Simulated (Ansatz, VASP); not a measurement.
**Two plane-wave programs on TiPt3**

```xyz
4
Lattice="3.8993 0.0000 0.0000 0.0000 3.8993 0.0000 0.0000 0.0000 3.8993" Properties=species:S:1:pos:R:3 pbc="T T T"
Ti    0.0000    0.0000    0.0000
Pt    0.0000    1.9497    1.9497
Pt    1.9497    0.0000    1.9497
Pt    1.9497    1.9497    0.0000
```

Alike in both runs: functional PBEsol; k mesh 12 × 12 × 12; occupations gaussian, width 0.1 eV; no spin polarisation.

Ansatz relaxed the structure, and its values are those at the end. VASP's run is a single point on that final structure, the one shown.

|  | VASP | Ansatz |
| --- | --- | --- |
| version | VASP 6.6.1 | Ansatz 0.2.0 |
| potentials or method | VASP PAW PBE potentials, release 64 (Ti_sv, Pt), cutoff 520 eV | scalar-relativistic, plane waves, PAW |
| valence electrons in the cell | 42 | 66 |

|  | VASP | Ansatz | Ansatz less VASP |
| --- | --- | --- | --- |
| gap on the k mesh at the Fermi level (eV) | none | none | - |
| pressure (GPa) | -0.3 | 0.0 | +0.29 |

VASP's potentials were made for PBE, not for PBEsol. A gap of «none» marks a metal or a gap that the smearing closes. VASP's potentials hold 42 valence electrons a cell and Ansatz's 66, so a difference there can come from the potentials and not from the codes.

Spin-orbit coupling is off throughout.
